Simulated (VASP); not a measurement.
Pt: single point with PBE

The system is Pt.

```xyz
1
Lattice="0.0000 1.9741 1.9741 1.9741 0.0000 1.9741 1.9741 1.9741 0.0000" Properties=species:S:1:pos:R:3 pbc="T T T"
Pt    0.0000    0.0000    0.0000
```

```yaml
Program: VASP 6.6.1
Task: single point
Functional: PBE
Potentials_or_basis: VASP PAW PBE potentials, release 64 (Pt)
Cutoff: 500 eV
k_mesh: 4 × 4 × 4
Occupations: fermi-dirac, width 0.15 eV
Spin: no spin polarisation
Dipole_correction: no
Further_INCAR_settings: ALGO = Normal; EDIFF = 1e-06; NBANDS = 11
```

The pressure is 2.6 GPa and the band gap on the k mesh is zero (band 5 reaches 11.36 eV, above the bottom of band 6 at 9.31 eV).

Levels at points of the mesh, in eV from the Fermi level:
```csv
k point,band 1,band 2,band 3,band 4,band 5,band 6,band 7,band 8,band 9,band 10
"(0.00, 0.00, 0.00)",-10.27,-3.94,-3.94,-3.94,-1.85,-1.85,14.41,19.28,19.28,19.28
"(0.50, 0.00, 0.00)",-7.39,-4.00,-4.00,-0.66,-0.24,-0.24,5.42,13.98,18.57,18.57
"(0.50, 0.50, 0.00)",-7.13,-6.69,-0.27,0.20,0.20,1.54,8.39,11.06,11.06,19.64
```

It took 5.2 s on 1 thread of Intel Xeon 8259CL (shared host), peak memory 0.12 GiB.

Caveat: the k points lie up to 0.69 Å⁻¹ apart; spin-orbit coupling is left out, which moves the levels of the heavy elements.
